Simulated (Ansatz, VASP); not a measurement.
# Two plane-wave programs on B5P

```
CELL_PARAMETERS angstrom
4.43213 0.00000 0.00000
-2.21607 3.83834 0.00000
0.00000 0.00000 3.35595
ATOMIC_POSITIONS crystal
B 0.33333 0.66667 0.41483
B 0.33333 0.66667 0.91584
B 0.12696 0.87304 0.66648
B 0.12696 0.25391 0.66648
B 0.74609 0.87304 0.66648
P 0.66667 0.33333 0.65721
```

Alike in both runs: functional PBE; k mesh 5 × 5 × 4; occupations gaussian, width 0.2 eV; no spin polarisation.

Ansatz relaxed the structure, and its values are those at the end. VASP's run is a single point on that final structure, the one shown.

|  | VASP | Ansatz |
| --- | --- | --- |
| version | VASP 6.6.1 | Ansatz 0.2.0 |
| potentials or method | VASP PAW PBE potentials, release 64 (B, P), cutoff 500 eV | scalar-relativistic, plane waves, PAW |
| valence electrons in the cell | 20 | 20 |

|  | VASP | Ansatz | Ansatz less VASP |
| --- | --- | --- | --- |
| gap on the k mesh at the Fermi level (eV) | none | none | - |
| pressure (GPa) | 0.2 | 0.2 | +0.06 |
| rms of the force components (eV/Å) | 0.007 | 0.007 | -0.0006 |

A gap of «none» marks a metal or a gap that the smearing closes.

The k mesh is coarse, so the values compare programs but aren't converged.
